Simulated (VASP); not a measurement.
A run of VASP 6.6.1 is set up as follows.

Contents of INCAR:

```
ALGO = Normal
EDIFF = 1E-6
ENCUT = 520
GGA = PE
ISIF = 2
ISMEAR = -1
LASPH = True
LCHARG = False
LREAL = False
LWAVE = False
NBANDS = 19
NELM = 60
PREC = Accurate
SIGMA = 0.05
```

File KPOINTS:

```
k-points
0
Gamma
  9 9 5
```

Contents of POSCAR:

```
Zr
1.0
    3.2284707142      0.0000000000      0.0000000000
   -1.6142353571      2.7959376539      0.0000000000
    0.0000000000      0.0000000000      5.1832572877
Zr
2
Direct
    0.6666666667      0.3333333333      0.7500000000
    0.3333333333      0.6666666667      0.2500000000
```

Potentials or basis: VASP PAW PBE potentials, release 64 (Zr_sv).

Run with:

```bash
$ cat potpaw_PBE.64/Zr_sv/POTCAR > POTCAR
$ mpirun -np 1 vasp_std > vasp.out
```

(1) Predict the band gap on the k mesh.

(2) Estimate the pressure.

Results:

(1) zero (band 12 reaches 9.82 eV, above the bottom of band 13 at 8.68 eV).

(2) 0.0 GPa.
